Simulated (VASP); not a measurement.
The system is ZrH2Br.

```
Zr H Br
1.0
     3.56193    0.00000    0.00000
    -1.78097    3.08472    0.00000
     0.00000    0.00000    6.12195
Zr H Br
1 2 1
Direct
  0.00000 0.00000 0.00000
  0.33333 0.66667 0.23864
  0.66667 0.33333 0.76136
  0.00000 0.00000 0.50000
```

* Program: VASP 6.6.1
* Task: relaxation of cell and atoms
* Functional: PBE
* Potentials or basis: VASP PAW PBE potentials, release 64 (Zr_sv, H, Br)
* Cutoff: 600 eV
* k mesh: 6 × 6 × 4
* Occupations: gaussian, width 0.1 eV
* Spin: no spin polarisation

At the start: pressure -12.9 GPa; volume 16.82 Å³/atom.

Where does the relaxation end?

Over 21 steps the energy falls by 704.7 meV/atom and the volume is 14.58 Å³/atom (-13.3 %); space group P-3m1 (No. 164, to 0.05 Å).

The path:
```tsv
step	energy change (eV)	largest force (eV/Å)	pressure (GPa)	volume (Å³)
1	0.0000	1.9872	-12.88	67.27
2	-1.2725	2.0060	-2.59	54.84
3	-1.3828	1.9388	5.55	50.77
4	-1.8384	1.5053	6.26	50.92
5	-2.5368	0.3249	9.43	51.36
6	-2.5928	0.1127	10.37	51.49
7	-2.6002	0.2185	-7.35	64.36
8	-2.7715	0.1725	-0.47	57.49
9	-2.7716	0.1713	-0.29	57.36
10	-2.7808	0.1973	-0.53	57.87
11	-2.7812	0.1931	-0.50	57.78
12	-2.7894	0.1592	0.24	57.37
13	-2.7952	0.1052	1.62	56.64
14	-2.7991	0.0944	1.44	56.77
15	-2.8075	0.0650	0.95	57.16
16	-2.8108	0.0192	0.01	57.94
17	-2.8115	0.0308	0.28	57.71
18	-2.8156	0.0298	-0.08	58.06
19	-2.8176	0.0278	-0.82	58.82
20	-2.8179	0.0284	-0.62	58.61
21	-2.8189	0.0249	-0.20	58.34
```

Final structure:
```
Zr H Br
1.0
     3.56742    0.00000    0.00000
    -1.78371    3.08947    0.00000
     0.00000    0.00000    5.29296
Zr H Br
1 2 1
Direct
  0.00000 0.00000 0.00000
  0.33333 0.66667 0.04050
  0.66667 0.33333 0.95950
  0.00000 0.00000 0.50000
```

Caveat: an odd number of electrons without spin polarisation forces a metal; a magnetic or distorted state may lie lower.
